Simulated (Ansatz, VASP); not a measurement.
## Ru: VASP beside Ansatz

```
Ru
1.0
     0.00000    1.87624    1.87624
     1.87624    0.00000    1.87624
     1.87624    1.87624    0.00000
Ru
1
Direct
  0.00000 0.00000 0.00000
```

Change from the starting cell: volume scaled by 0.9405, PAW files.

Alike in both runs: task electric field gradients; functional PBE; k mesh 16 × 16 × 16; occupations fermi-dirac, width 0.05 eV; no spin polarisation.

|  | VASP | Ansatz |
| --- | --- | --- |
| version | VASP 6.6.1 | Ansatz 0.2.0 |
| potentials or method | VASP PAW PBE potentials, release 64 (Ru_pv) | PAW with Ansatz's default frozen-core files, scalar-relativistic |
| plane-wave cutoff (eV) | 520 | 420 |
| valence electrons in the cell | 14 | 16 |

```tsv
	VASP	Ansatz	Ansatz less VASP
pressure (GPa)	15.8	15.9	+0.06
```

With one functional, cell and mesh, what is left measures potentials, basis and numerics. VASP's potentials hold 14 valence electrons a cell and Ansatz's 16, so a difference there can come from the potentials and not from the codes.
